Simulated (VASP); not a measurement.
Here is a VASP 6.6.1 calculation.

The input POSCAR:

```
C
1.0
    2.5220988435      0.0000000000      0.0000000000
   -1.2610494217      2.1842016693      0.0000000000
    0.0000000000      0.0000000000     12.3557000000
C
12
Direct
    0.0000000000      0.0000000000      0.1875000000
    0.0000000000      0.0000000000      0.6875000000
    0.0000000000      0.0000000000      0.3125000000
    0.0000000000      0.0000000000      0.8125000000
    0.3333333333      0.6666666667      0.5208300000
    0.6666666667      0.3333333333      0.0208300000
    0.3333333333      0.6666666667      0.9791700000
    0.6666666667      0.3333333333      0.4791700000
    0.3333333333      0.6666666667      0.6458300000
    0.6666666667      0.3333333333      0.1458300000
    0.3333333333      0.6666666667      0.8541700000
    0.6666666667      0.3333333333      0.3541700000
```

File INCAR.step1:

```
SYSTEM = C
ALGO = Normal
EDIFF = 1E-4
ENCUT = 600
GGA = PE
ISMEAR = 0
LASPH = .TRUE.
LCHARG = .FALSE.
LREAL = .FALSE.
LWAVE = .TRUE.
NELM = 80
PREC = Accurate
SIGMA = 0.02
```

File INCAR.step2:

```
SYSTEM = C
ALGO = Normal
EDIFF = 1E-7
EDIFFG = -0.005
ENCUT = 600
IBRION = 2
ISIF = 3
ISMEAR = 0
ISTART = 1
LASPH = .TRUE.
LCHARG = .FALSE.
LMIXTAU = .TRUE.
LREAL = .FALSE.
LWAVE = .FALSE.
METAGGA = R2SCAN
NELM = 80
NSW = 100
PREC = Accurate
SIGMA = 0.02
```

The input KPOINTS:

```
k-points
0
G
  12 12 2
  0 0 0
```

Potentials or basis: VASP PAW PBE potentials, release 64 (C).

Command:

```console
$ cat potpaw_PBE.64/C/POTCAR > POTCAR
$ cp INCAR.step1 INCAR
$ mpirun -np 1 vasp_std > vasp.out
$ cp INCAR.step2 INCAR
$ mpirun -np 1 vasp_std > vasp.out
```

(1) What does it give for the relaxed cell?

(2) What does it give for the space group after relaxing (to 0.05 Å)?

(3) Estimate the relaxed volume.

## Answers

(1) a = 2.513 Å, b = 2.513 Å, c = 12.395 Å, α = 90.00°, β = 90.00°, γ = 120.00°.

(2) P6_3/mmc (No. 194).

(3) 5.65 Å³/atom.

Caveat: the PAW data sets were made with another functional, which shifts forces and pressure a little.
